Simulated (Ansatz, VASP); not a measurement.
**SiNi in VASP and in Ansatz**

```xyz
4
Lattice="2.9428 0.0000 0.0000 0.0000 3.2803 0.0000 0.0000 0.0000 4.6774" Properties=species:S:1:pos:R:3 pbc="T T T"
Ni    1.4714    1.6402    1.6020
Ni    0.0000    0.0000    3.0754
Si    1.4714    1.6402    3.9438
Si    0.0000    0.0000    0.7337
```

Alike in both runs: functional BLYP; k mesh 9 × 8 × 6; occupations fermi-dirac, width 0.05 eV; collinear spin.

```csv
,VASP,Ansatz
version,VASP 6.6.1,Ansatz 0.2.0
potentials or method,"VASP PAW PBE potentials, release 64 (Ni, Si)",Ansatz PAW
plane-wave cutoff (eV),520,420
valence electrons in the cell,28,44
task,single point,band structure
```

|  | VASP | Ansatz | Ansatz less VASP |
| --- | --- | --- | --- |
| gap on the k mesh at the Fermi level (eV) | none | none | - |
| pressure (GPa) | 16.3 | 15.6 | -0.72 |
| traceless stress, the component that is largest in VASP (GPa) | -2.36 | -2.61 | -0.251 |
| rms of the force components (eV/Å) | 0.072 | 0.080 | +0.0074 |
| net moment per atom (μB) | 0.00 | 0.00 | 0.000 |

VASP's potentials were made for PBE, not for BLYP. Atom by atom the forces differ by 0.011 eV/Å (rms over components). A gap of «none» marks a metal or a gap that the smearing closes. VASP's potentials hold 28 valence electrons a cell and Ansatz's 44, so a difference there can come from the potentials and not from the codes.
